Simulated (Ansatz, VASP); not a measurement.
Given: the input of a run of VASP 6.6.1 on Mg3Te.

Contents of INCAR:

```
  PREC = Accurate
  ENCUT = 520
  EDIFF = 1E-7
  ISMEAR = -1
  SIGMA = 0.05
  LREAL = F
  LASPH = T
  NELM = 60
  ALGO = Normal
  ISIF = 2
  LWAVE = F
  LCHARG = T
  GGA = PE
  LELF = T
  LVHAR = T
  NBANDS = 14
```

KPOINTS

```
Automatic mesh
0
Gamma
  9 9 9
```

Contents of POSCAR:

```
Mg3Te
1.0
   -2.1813188878      2.1813188878      5.3860924991
    2.1813188878     -2.1813188878      5.3860924991
    2.1813188878      2.1813188878     -5.3860924991
Te Mg
1 3
Direct
    0.0000000000      0.0000000000      0.0000000000
    0.2500000000      0.7500000000      0.5000000000
    0.7500000000      0.2500000000      0.5000000000
    0.5000000000      0.5000000000      0.0000000000
```

Potentials or basis: VASP PAW PBE potentials, release 64 (Te, Mg).

Launch:

```bash
$ cat potpaw_PBE.64/Te/POTCAR potpaw_PBE.64/Mg/POTCAR > POTCAR
$ mpirun -np 1 vasp_std > vasp.out
```

**Question.** Set up the same calculation for Ansatz 0.2.0. Potentials there: Ansatz PAW.

**Answer.** As run (the cutoff follows the program's own potentials):

Contents of input.yaml:

```yaml
crystal:
  lattice:
    - [-2.1813188878, 2.1813188878, 5.3860924991]
    - [2.1813188878, -2.1813188878, 5.3860924991]
    - [2.1813188878, 2.1813188878, -5.3860924991]
  atoms:
    - { symbol: Te, position: [0.0, 0.0, 0.0] }
    - { symbol: Mg, position: [0.25, 0.75, 0.5] }
    - { symbol: Mg, position: [0.75, 0.25, 0.5] }
    - { symbol: Mg, position: [0.5, 0.5, 0.0] }
hamiltonian:
  xc: pbe
  pseudopotentials: { kind: paw }
kpoints:
  mp_grid: { grid: [9, 9, 9] }
scf:
  occupations: { method: fermi_dirac, width: 0.05 }
output:
  forces: true
  stress: true
  eigenvalues: true
```

Potentials or basis: Ansatz PAW.

Launch:

```bash
$ ansatz run input.yaml --threads 2 --pin off --max-ram 5632MiB --backend cpu --events-out ev --progress --plain --runs-dir out
```

Both were run:

|  | VASP | Ansatz | Ansatz less VASP |
| --- | --- | --- | --- |
| gap on the k mesh at the Fermi level (eV) | none | none | - |
| pressure (GPa) | -1.9 | -1.8 | +0.09 |
| traceless stress, the component that is largest in VASP (GPa) | 0.28 | 0.30 | +0.014 |

A gap of «none» marks a metal or a gap that the smearing closes. With one functional, cell and mesh, what is left measures potentials, basis and numerics. VASP's potentials hold 12 valence electrons a cell and Ansatz's 46, so a difference there can come from the potentials and not from the codes.

Spin-orbit coupling is off throughout.
